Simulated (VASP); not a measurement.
In: single point with LDA

In:

```
CELL_PARAMETERS angstrom
-1.62615 1.62615 2.47395
1.62615 -1.62615 2.47395
1.62615 1.62615 -2.47395
ATOMIC_POSITIONS crystal
In 0.00000 0.00000 0.00000
```

```
Program             : VASP 6.6.1
Task                : single point
Functional          : LDA
Potentials or basis : VASP PAW LDA potentials, release 64 (In_d)
Cutoff              : 520 eV
k mesh              : 20 × 20 × 20
Occupations         : gaussian, width 0.15 eV
Spin                : no spin polarisation
```

```json
{"Pressure": "-2.5 GPa"}
```

Stress tensor (GPa, compression positive):
```
-2.48  0.00  0.00
 0.00 -2.48  0.00
 0.00  0.00 -2.61
```

Levels at points of the mesh, in eV from the Fermi level:
| k point | band 3 | band 4 | band 5 | band 6 | band 7 | band 8 | band 9 | band 10 |
| --- | --- | --- | --- | --- | --- | --- | --- | --- |
| (0.00, 0.00, 0.00) | -14.50 | -14.42 | -14.31 | -9.55 | 10.43 | 10.43 | 10.59 | 11.70 |
| (0.50, 0.00, 0.00) | -14.49 | -14.23 | -14.19 | -4.35 | -3.34 | 7.45 | 9.05 | 11.21 |
| (0.50, 0.50, 0.00) | -14.22 | -14.21 | -14.12 | -1.94 | -1.72 | 3.48 | 3.92 | 7.10 |
| (0.50, 0.50, 0.50) | -14.21 | -14.18 | -14.18 | -2.98 | -2.64 | 4.68 | 4.68 | 8.27 |

Wall time 2.6 min on 1 thread of AMD EPYC 9R45 96-Core Processor (Zen 5) (shared host), peak memory 0.26 GiB.

Caveat: spin-orbit coupling is left out, which moves the levels of the heavy elements.
